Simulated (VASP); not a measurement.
# Ge (Fd-3m) in VASP: notebook

Ge is run at these levels: PBE0, B3LYP5, BLYP+D3(BJ); tasks: single point.

Program: VASP 6.6.1. These are calculated values, not measurements. Logs are shortened: lines on timing, memory, paths and dates and some standing lists are left out, and cuts for length are marked.

### Step 1. The cell of the first run

Symmetry: Fd-3m, No. 227, cubic system. Conventional cell: a = 5.732 Å, b = 5.732 Å, c = 5.732 Å, α = 90.00°, β = 90.00°, γ = 90.00°. Ge (site symmetry -43m) has 4 Ge at 2.48 Å within 3.3 Å.

### Step 2. Single point, PBE0

The input, POSCAR:

```
Ge
1.0
    0.0000000000      2.8661367691      2.8661367691
    2.8661367691      0.0000000000      2.8661367691
    2.8661367691      2.8661367691      0.0000000000
Ge
2
Direct
    0.7500000000      0.7500000000      0.7500000000
    0.5000000000      0.5000000000      0.5000000000
```

The input, INCAR.step1:

```
PREC = Accurate
ENCUT = 520
EDIFF = 1E-5
ISMEAR = -1
SIGMA = 0.05
LREAL = F
LASPH = T
NELM = 100
ALGO = Normal
ISIF = 2
LWAVE = T
LCHARG = F
NBANDS = 21
GGA = PE
```

The input, INCAR.step2:

```
PREC = Accurate
ENCUT = 520
EDIFF = 1E-6
ISMEAR = -1
SIGMA = 0.05
LREAL = F
LASPH = T
NELM = 100
ALGO = Normal
ISIF = 2
LWAVE = F
LCHARG = F
GGA = PE
LHFCALC = T
AEXX = 0.25
PRECFOCK = Normal
NBANDS = 21
ISTART = 1
```

The input, KPOINTS:

```
regular mesh
0
Gamma
  4 4 4
```

Potentials or basis: VASP PAW PBE potentials, release 64 (Ge_d).

On the command line:

```bash
> cat potpaw_PBE.64/Ge_d/POTCAR > POTCAR
> cp INCAR.step1 INCAR
> mpirun -np 1 vasp_std > vasp.out
> cp INCAR.step2 INCAR
> mpirun -np 1 vasp_std > vasp.out
```

OUTCAR:

```text
PREC = Accurate
   ENCUT = 520
   EDIFF = 1E-6
   ISMEAR = -1
   LREAL = F
   LASPH = T
   NELM = 100
   ISIF = 2
   GGA = PE
   LHFCALC = T
   AEXX = 0.25
   PRECFOCK = Normal
   ISTART = 1

 ion  position               nearest neighbor table
   1  0.750  0.750  0.750-   2 2.48   2 2.48   2 2.48   2 2.48
   2  0.500  0.500  0.500-   1 2.48   1 2.48   1 2.48   1 2.48

  LATTYP: Found a face centered cubic cell.
 ALAT       =     5.7322735382

  Lattice vectors:

 A1 = (   0.0000000000,   2.8661367691,   2.8661367691)
 A2 = (   2.8661367691,   0.0000000000,   2.8661367691)
 A3 = (   2.8661367691,   2.8661367691,   0.0000000000)

Analysis of symmetry for initial positions (statically):
=====================================================================
 Subroutine PRICEL returns:
 Original cell was already a primitive cell.

 Routine SETGRP: Setting up the symmetry group for a
 face centered cubic supercell.

 Subroutine GETGRP returns: Found 48 space group operations
 (whereof 24 operations were pure point group operations)
 out of a pool of 48 trial point group operations.

The static configuration has the point symmetry T_d .
 The point group associated with its full space group is O_h .

Analysis of symmetry for dynamics (positions and initial velocities):
=====================================================================
 Subroutine PRICEL returns:
 Original cell was already a primitive cell.

 Routine SETGRP: Setting up the symmetry group for a
 face centered cubic supercell.

 Subroutine GETGRP returns: Found 48 space group operations
 (whereof 24 operations were pure point group operations)
 out of a pool of 48 trial point group operations.

The dynamic configuration has the point symmetry T_d .
 The point group associated with its full space group is O_h .

 Subroutine INISYM returns: Found 48 space group operations
 (whereof 24 operations are pure point group operations),
 and found     1 'primitive' translations

----------------------------------------------------------------------------------------

                                     Primitive cell

  volume of cell :      47.0891

  direct lattice vectors                    reciprocal lattice vectors
     0.000000000  2.866136769  2.866136769    -0.174450852  0.174450852  0.174450852
     2.866136769  0.000000000  2.866136769     0.174450852 -0.174450852  0.174450852
     2.866136769  2.866136769  0.000000000     0.174450852  0.174450852 -0.174450852

  length of vectors
     4.053329490  4.053329490  4.053329490     0.302157738  0.302157738  0.302157738

  position of ions in fractional coordinates (direct lattice)
     0.750000000  0.750000000  0.750000000
     0.500000000  0.500000000  0.500000000

  ion indices of the primitive-cell ions
   primitive index   ion index
                 1           1
                 2           2

----------------------------------------------------------------------------------------

 KPOINTS: regular mesh

Automatic generation of k-mesh.
 Grid dimensions read from file:
 generate k-points for:    4    4    4

 Generating k-lattice:

  Cartesian coordinates                     Fractional coordinates (reciprocal lattice)
    -0.043612713  0.043612713  0.043612713     0.250000000  0.000000000  0.000000000
     0.043612713 -0.043612713  0.043612713     0.000000000  0.250000000  0.000000000
     0.043612713  0.043612713 -0.043612713     0.000000000  0.000000000  0.250000000

  Length of vectors
     0.075539435  0.075539435  0.075539435

  Shift w.r.t. Gamma in fractional coordinates (k-lattice)
     0.000000000  0.000000000  0.000000000

 Subroutine IBZKPT returns following result:
 ===========================================

 Found      8 irreducible k-points:

 Following reciprocal coordinates:
            Coordinates               Weight
  0.000000  0.000000  0.000000      1.000000
  0.250000  0.000000  0.000000      8.000000
  0.500000  0.000000  0.000000      4.000000
  0.250000  0.250000  0.000000      6.000000
  0.500000  0.250000  0.000000     24.000000
 -0.250000  0.250000  0.000000     12.000000
  0.500000  0.500000  0.000000      3.000000
 -0.250000  0.500000  0.250000      6.000000
   k-points           NKPTS =      8   k-points in BZ     NKDIM =     64   number of bands    NBANDS=     21
   number of dos      NEDOS =    301   number of ions     NIONS =      2
   total plane-waves  NPLWV =  27000
   dimension x,y,z NGX =    30 NGY =   30 NGZ =   30
   dimension x,y,z NGXF=    60 NGYF=   60 NGZF=   60
   ions per type =               2
   NGX,Y,Z   is equivalent  to a cutoff of  12.30, 12.30, 12.30 a.u.
   NGXF,Y,Z  is equivalent  to a cutoff of  24.61, 24.61, 24.61 a.u.
 SYSTEM =  unknown system
   PREC   = accura    normal or accurate (medium, high low for compatibility)
   ISTART =      1    job   : 0-new  1-cont  2-samecut
   ICHARG =      0    charge: 1-file 2-atom 10-const
   ISPIN  =      1    spin polarized calculation?
   LNONCOLLINEAR =      F non collinear calculations
   LSORBIT =      F    spin-orbit coupling
   LASPH  =      T    aspherical Exc in radial PAW
   ENCUT  =  520.0 eV  38.22 Ry    6.18 a.u.   7.54  7.54  7.54*2*pi/ulx,y,z
   NELM   =    100;   NELMIN=  2; NELMDL=  0     # of ELM steps
   EDIFF  = 0.1E-05   stopping-criterion for ELM
   LREAL  =      F    real-space projection
   EDIFFG = 0.1E-04   stopping-criterion for IOM
   NSW    =      0    number of steps for IOM
   IBRION =     -1    ionic relax: 0-MD 1-quasi-New 2-CG
   NFREE  =      0    steps in history (QN), initial steepest desc. (CG)
   ISIF   =      2    stress and relaxation
   ISYM   =      3    0-nonsym 1-usesym 2-fastsym
   POTIM  = 0.5000    time-step for ionic-motion
   TEBEG  =    0.0;   TEEND  =   0.0 temperature during run
   PSTRESS=    0.0 pullay stress
   NELECT =      28.0000    total number of electrons
   NUPDOWN=      -1.0000    fix difference up-down
   EMIN   =  10.00;   EMAX   =-10.00  energy-range for DOS
   EFERMI =   0.00;   METHOD = LEGACY
   ISMEAR =    -1;   SIGMA  =   0.05  broadening in eV -4-tet -1-fermi 0-gaus
   EFERMI_NEDOS =   21; number of points for ismear=-14 and -15
   IALGO  =     38    algorithm
   IMIX   =      1    mixing-type and parameters
     AMIX     =   0.40;   BMIX     =  1.00
     AMIX_MAG =   1.60;   BMIX_MAG =  1.00
  volume/ion in A,a.u.               =      23.54       158.89
  Fermi-wavevector in a.u.,A,eV,Ry     =   1.376641  2.601474 25.784939  1.895140
  Thomas-Fermi vector in A             =   2.501867
   LORBIT       =      0    0 simple, 1 ext, 2 COOP (PROOUT), +10 PAW based schemes
   GGA     = PE    functional components
   LHFCALC =     T    Hartree Fock is set to
   PRECFOCK=normal    Normal, Fast or Accurate (Low or Medium for compatibility)
   ENCUT4O =  -1.0   cutoff for four orbital integrals eV
   NKREDX  =     1    reduce k-point grid by
   NKREDY  =     1    reduce k-point grid by
   NKREDZ  =     1    reduce k-point grid by
   AEXX    =    0.2500 exact exchange contribution
   HFSCREEN=    0.0000 screening length (either q_TF or 0.3 A-1)
   HFSCREENC=   0.0000 screening length for correlation (either q_TF or 0.3 A-1)
   ENCUTFOCK=  -1.0 apply spherical cutoff to Coloumb kernel
   IVDW    =     0    specifies the selected vdW correction
   LEPSILON=     F    determine dielectric tensor
   LRPA    =     F    only Hartree local field effects (RPA)
 non-spin polarized calculation
  energy-cutoff  :      520.00
  volume of cell :       47.09
 maximum number of plane-waves:      1283
  NGX = 24; NGY = 24; NGZ = 24

 number of electron      27.9999990 magnetization

 Free energy of the ion-electron system (eV)
  ---------------------------------------------------
  ext. energy  EPLUGINS =         0.00000000
  ---------------------------------------------------
  free energy    TOTEN  =       -11.49289212 eV

  energy without entropy =      -11.49289187  energy(sigma->0) =      -11.49289199

 E-fermi :   4.5980     XC(G=0):  -7.6806

 val. band max:        3.9412882930   @ k =   0.0000   0.0000   0.0000
 cond. band min:       5.2048995819   @ k =   0.0000   0.0000   0.0000
 fundamental gap:      1.2636112889
 Fermi energy:         4.5980384159

 k-point     1 :       0.0000    0.0000    0.0000
  band No.  band energies     occupation
      1     -23.9725      2.00000
      2     -23.9725      2.00000
      3     -23.9725      2.00000
      4     -23.9389      2.00000
      5     -23.9389      2.00000
      6     -23.7506      2.00000
[... 13 lines left out ...]
     20      14.9595      0.00000
     21      14.9595      0.00000

 k-point     2 :       0.2500    0.0000    0.0000
  band No.  band energies     occupation
      1     -23.9894      2.00000
      2     -23.9894      2.00000
      3     -23.9650      2.00000
      4     -23.9132      2.00000
      5     -23.9132      2.00000
      6     -23.7722      2.00000
[... 13 lines left out ...]
     20      13.7853      0.00000
     21      13.7853      0.00000

 k-point     3 :       0.5000    0.0000    0.0000
  band No.  band energies     occupation
      1     -23.9956      2.00000
      2     -23.9956      2.00000
      3     -23.9572      2.00000
      4     -23.9009      2.00000
      5     -23.9009      2.00000
      6     -23.7795      2.00000
[... 13 lines left out ...]
     20      16.7028      0.00000
     21      16.7998      0.00000

 k-point     4 :       0.2500    0.2500    0.0000
  band No.  band energies     occupation
      1     -23.9899      2.00000
      2     -23.9899      2.00000
      3     -23.9776      2.00000
      4     -23.9083      2.00000
      5     -23.8763      2.00000
      6     -23.8278      2.00000
[... 13 lines left out ...]
     20      15.6263      0.00000
     21      16.0621      0.00000

 k-point     5 :       0.5000    0.2500    0.0000
  band No.  band energies     occupation
      1     -24.0146      2.00000
      2     -24.0013      2.00000
      3     -23.9383      2.00000
      4     -23.8768      2.00000
      5     -23.8592      2.00000
      6     -23.8426      2.00000
[... 13 lines left out ...]
     20      16.9346      0.00000
     21      17.3146      0.00000

 k-point     6 :      -0.2500    0.2500    0.0000
  band No.  band energies     occupation
      1     -24.0103      2.00000
      2     -24.0033      2.00000
      3     -23.9332      2.00000
      4     -23.8988      2.00000
      5     -23.8741      2.00000
      6     -23.8096      2.00000
[... 13 lines left out ...]
     20      15.0129      0.00000
     21      17.4576      0.00000

 k-point     7 :       0.5000    0.5000    0.0000
  band No.  band energies     occupation
      1     -24.0047      2.00000
      2     -24.0047      2.00000
      3     -23.9249      2.00000
      4     -23.9248      2.00000
      5     -23.8357      2.00000
      6     -23.8357      2.00000
[... 13 lines left out ...]
     20      17.1641      0.00000
     21      18.3414      0.00000

 k-point     8 :      -0.2500    0.5000    0.2500
  band No.  band energies     occupation
      1     -24.0167      2.00000
      2     -24.0167      2.00000
      3     -23.8874      2.00000
      4     -23.8874      2.00000
      5     -23.8424      2.00000
      6     -23.8424      2.00000
[... 13 lines left out ...]
     20      16.6338      0.00000
     21      18.5607      0.00000

------------------------ aborting loop because EDIFF is reached ----------------------------------------

  FORCE on cell =-STRESS in cart. coord.  units (eV):
  Direction    XX          YY          ZZ          XY          YZ          ZX
  --------------------------------------------------------------------------------------
  -------------------------------------------------------------------------------------
  Total       -0.5731385     -0.5731385     -0.5731385     -0.0000000      0.0000000     -0.0000000
  in kB      -19.5006645    -19.5006645    -19.5006645     -0.0000000      0.0000000     -0.0000000
  external PRESSURE =     -19.5006645 kB  Pullay stress =       0.0000000 kB

 VOLUME and BASIS-vectors are now :
 -----------------------------------------------------------------------------
  energy-cutoff  :      520.00
  volume of cell :       47.09
      direct lattice vectors                 reciprocal lattice vectors
     0.000000000  2.866136769  2.866136769    -0.174450852  0.174450852  0.174450852
     2.866136769  0.000000000  2.866136769     0.174450852 -0.174450852  0.174450852
     2.866136769  2.866136769  0.000000000     0.174450852  0.174450852 -0.174450852

 POSITION                                       TOTAL-FORCE (eV/Angst)
 -----------------------------------------------------------------------------------
      4.29921      4.29921      4.29921         0.000000     -0.000000     -0.000000
      2.86614      2.86614      2.86614        -0.000000      0.000000      0.000000
 -----------------------------------------------------------------------------------
    total drift:                               -0.000000     -0.000000     -0.000000

  FREE ENERGIE OF THE ION-ELECTRON SYSTEM (eV)
  ---------------------------------------------------
  free  energy   TOTEN  =       -11.4928921219 eV

  energy  without entropy=      -11.4928918662  energy(sigma->0) =      -11.49289199
```

Wall time 14 min (1 thread of Intel Xeon Platinum 8259CL at 2.50GHz (Skylake/Cascade Lake), shared host); peak memory 0.17 GiB.

Results:

* Free energy: -11.4929 eV
* Pressure: -2.0 GPa
* Band gap on the k mesh: 1.26 eV

Levels at points of the mesh, in eV from the valence-band top:
| k point | band 12 | band 13 | band 14 | band 15 | band 16 | band 17 |
| --- | --- | --- | --- | --- | --- | --- |
| (0.00, 0.00, 0.00) | 0.00 | 0.00 | 0.00 | 1.26 | 3.96 | 3.96 |
| (0.50, 0.00, 0.00) | -8.14 | -1.47 | -1.47 | 1.45 | 5.20 | 5.20 |
| (0.50, 0.50, 0.00) | -9.59 | -3.23 | -3.23 | 2.07 | 2.07 | 11.25 |

Caveat: the k points lie up to 0.47 Å⁻¹ apart; the PAW data sets were made with another functional, which shifts forces and pressure a little. A k mesh can miss the band edges.

[end of part 1 of 2]
